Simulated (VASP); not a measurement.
# NaF (P6_3/mmc) in VASP: notebook, part 2 of 2

VASP 6.6.1. The steps go on from the part before.

### 3 Single point, PBE (biaxial xy strain +5.2%)

INCAR reads:

```
PREC     = Accurate       # precision mode
ENCUT    = 520            # plane-wave cutoff, eV
EDIFF    = 1E-6           # SCF threshold, eV
ISMEAR   = -1             # smearing method
SIGMA    = 0.02           # smearing width, eV
LREAL    = F              # projectors in reciprocal space
LASPH    = T              # aspherical terms in the spheres
NELM     = 80             # most SCF steps
ALGO     = Normal         # electronic algorithm
ISIF     = 2              # what is computed and relaxed
LWAVE    = F              # write WAVECAR
LCHARG   = T              # write CHGCAR
GGA      = PE             # functional
LELF     = T              # ELF
LVHAR    = T            
NBANDS   = 22             # bands
```

KPOINTS reads:

```
regular mesh
0
Gamma
  12 12 6
```

POSCAR reads:

```
NaF
1.0
    4.0711380550      0.0000000000      0.0000000000
   -2.0355690275      3.5257089779      0.0000000000
    0.0000000000      0.0000000000      4.5513806530
Na F
2 2
Direct
    0.3333333333      0.6666666667     -0.0625000000
    0.6666666667      0.3333333333      0.4375000000
    0.3333333333      0.6666666667      0.4375000000
    0.6666666667      0.3333333333      0.9375000000
```

Potentials or basis: VASP PAW PBE potentials, release 64 (Na_pv, F).

Run with:

```console
> cat potpaw_PBE.64/Na_pv/POTCAR potpaw_PBE.64/F/POTCAR > POTCAR
> mpirun -np 1 vasp_std > vasp.out
```

OUTCAR:

```text
PREC = Accurate
   ENCUT = 520
   EDIFF = 1E-6
   ISMEAR = -1
   LREAL = F
   LASPH = T
   NELM = 80
   ISIF = 2
   GGA = PE

 ion  position               nearest neighbor table
   1  0.333  0.667  0.938-   3 2.28   3 2.28
   2  0.667  0.333  0.438-   4 2.28   4 2.28
   3  0.333  0.667  0.438-   1 2.28   1 2.28
   4  0.667  0.333  0.938-   2 2.28   2 2.28

  LATTYP: Found a hexagonal cell.
 ALAT       =     4.0711380550
 C/A-ratio  =     1.1179627395

  Lattice vectors:

 A1 = (   4.0711380550,   0.0000000000,   0.0000000000)
 A2 = (  -2.0355690275,   3.5257089779,   0.0000000000)
 A3 = (   0.0000000000,   0.0000000000,   4.5513806530)

Analysis of symmetry for initial positions (statically):
=====================================================================
 Subroutine PRICEL returns:
 Original cell was already a primitive cell.

 Routine SETGRP: Setting up the symmetry group for a
 hexagonal supercell.

 Subroutine GETGRP returns: Found 24 space group operations
 (whereof  6 operations were pure point group operations)
 out of a pool of 24 trial point group operations.

The static configuration has the point symmetry C_3v.
 The point group associated with its full space group is D_6h.

Analysis of symmetry for dynamics (positions and initial velocities):
=====================================================================
 Subroutine PRICEL returns:
 Original cell was already a primitive cell.

 Routine SETGRP: Setting up the symmetry group for a
 hexagonal supercell.

 Subroutine GETGRP returns: Found 24 space group operations
 (whereof  6 operations were pure point group operations)
 out of a pool of 24 trial point group operations.

The dynamic configuration has the point symmetry C_3v.
 The point group associated with its full space group is D_6h.

 Subroutine INISYM returns: Found 24 space group operations
 (whereof  6 operations are pure point group operations),
 and found     1 'primitive' translations

[... 119 lines left out ...]
  volume/ion in A,a.u.               =      16.33       110.22
  Fermi-wavevector in a.u.,A,eV,Ry     =   1.234314  2.332515 20.728902  1.523531
  Thomas-Fermi vector in A             =   2.369009
   LORBIT       =      0    0 simple, 1 ext, 2 COOP (PROOUT), +10 PAW based schemes
   GGA     = PE    functional components
   LHFCALC =     F    Hartree Fock is set to
   AEXX    =    0.0000 exact exchange contribution
   IVDW    =     0    specifies the selected vdW correction
   LEPSILON=     F    determine dielectric tensor
   LRPA    =     F    only Hartree local field effects (RPA)
 non-spin polarized calculation
  energy-cutoff  :      520.00
  volume of cell :       65.33
 maximum number of plane-waves:      1793
   NGX = 15   NGY = 15   NGZ = 17

 number of electron      28.0000011 magnetization

 Free energy of the ion-electron system (eV)
  ---------------------------------------------------
  ext. energy  EPLUGINS =         0.00000000
  ---------------------------------------------------
  free energy    TOTEN  =       -16.96785327 eV

  energy without entropy =      -16.96785327  energy(sigma->0) =      -16.96785327

 E-fermi :  -2.7547     XC(G=0):  -7.7100

 val. band max:       -3.1596936184   @ k =   0.0000   0.0000   0.0000
 cond. band min:       2.2185445744   @ k =   0.0000   0.0000   0.0000
 fundamental gap:      5.3782381928
 Fermi energy:        -2.7547080337

 k-point     1 :       0.0000    0.0000    0.0000
  band No.  band energies     occupation
      1     -22.4758      2.00000
      2     -22.4689      2.00000
      3     -22.4689      2.00000
      4     -22.4272      2.00000
      5     -22.4272      2.00000
      6     -22.3762      2.00000
[... 589 lines left out ...]
     21      12.6593      0.00000
     22      12.7824      0.00000

 [... further k-points ...]

------------------------ aborting loop because EDIFF is reached ----------------------------------------

  FORCE on cell =-STRESS in cart. coord.  units (eV):
  Direction    XX          YY          ZZ          XY          YZ          ZX
  --------------------------------------------------------------------------------------
  -------------------------------------------------------------------------------------
  Total       -0.7975647     -0.7975647      0.3377929      0.0000000      0.0000000      0.0000000
  in kB      -19.5600990    -19.5600990      8.2842979      0.0000000      0.0000000      0.0000000
  external PRESSURE =     -10.2786334 kB  Pullay stress =       0.0000000 kB

 VOLUME and BASIS-vectors are now :
 -----------------------------------------------------------------------------
  energy-cutoff  :      520.00
  volume of cell :       65.33
      direct lattice vectors                 reciprocal lattice vectors
     4.071138055  0.000000000  0.000000000     0.245631562  0.141815449  0.000000000
    -2.035569027  3.525708978  0.000000000     0.000000000  0.283630897  0.000000000
     0.000000000  0.000000000  4.551380653     0.000000000  0.000000000  0.219713550

 POSITION                                       TOTAL-FORCE (eV/Angst)
 -----------------------------------------------------------------------------------
     -0.00000      2.35047      4.26692         0.000000     -0.000000     -0.000000
      2.03557      1.17524      1.99123        -0.000000      0.000000     -0.000000
     -0.00000      2.35047      1.99123        -0.000000      0.000000      0.000000
      2.03557      1.17524      4.26692         0.000000     -0.000000     -0.000000
 -----------------------------------------------------------------------------------
    total drift:                               -0.000000      0.000000      0.000000

  FREE ENERGIE OF THE ION-ELECTRON SYSTEM (eV)
  ---------------------------------------------------
  free  energy   TOTEN  =       -16.9678532734 eV

  energy  without entropy=      -16.9678532734  energy(sigma->0) =      -16.96785327
```

OSZICAR:

```text
N       E                     dE             d eps       ncg     rms          rms(c)
DAV:   1     0.314112495354E+03    0.31411E+03   -0.15220E+04  3362   0.149E+03
DAV:   2     0.101870032668E+02   -0.30393E+03   -0.28698E+03  3590   0.438E+02
DAV:   3    -0.186524952196E+02   -0.28839E+02   -0.28681E+02  4010   0.133E+02
DAV:   4    -0.192426997364E+02   -0.59020E+00   -0.59001E+00  3656   0.218E+01
DAV:   5    -0.192545805780E+02   -0.11881E-01   -0.11881E-01  3904   0.287E+00    0.823E+00
DAV:   6    -0.170068759564E+02    0.22477E+01   -0.87814E+00  4644   0.194E+01    0.288E+00
DAV:   7    -0.169573004673E+02    0.49575E-01   -0.95420E-02  3390   0.271E+00    0.167E+00
DAV:   8    -0.169605711480E+02   -0.32707E-02   -0.82467E-02  3344   0.459E+00    0.271E-01
DAV:   9    -0.169685446535E+02   -0.79735E-02   -0.21361E-02  3506   0.961E-01    0.261E-01
DAV:  10    -0.169678057426E+02    0.73891E-03   -0.51196E-03  4540   0.707E-01    0.254E-02
DAV:  11    -0.169678488176E+02   -0.43075E-04   -0.14412E-04  3662   0.169E-01    0.129E-02
DAV:  12    -0.169678525040E+02   -0.36864E-05   -0.30690E-05  4094   0.758E-02    0.154E-03
DAV:  13    -0.169678532734E+02   -0.76944E-06   -0.38646E-06  3858   0.224E-02
   1 F= -.16967853E+02 E0= -.16967853E+02  d E =-.121793E-10
```

Wall time 84 s (1 thread of Oxide Virtual Turin-like, shared host); peak memory 0.19 GiB.

Results:

```yaml
Free_energy: -16.9679 eV
Pressure: -1.0 GPa
Band_gap_on_the_k_mesh: 5.38 eV, direct
```

Stress tensor (GPa, compression positive):
```
-1.96  0.00  0.00
 0.00 -1.96  0.00
 0.00  0.00  0.83
```

Caveat: the cell differs from its parent crystal (biaxial xy strain +5.2%). A k mesh can miss the band edges.
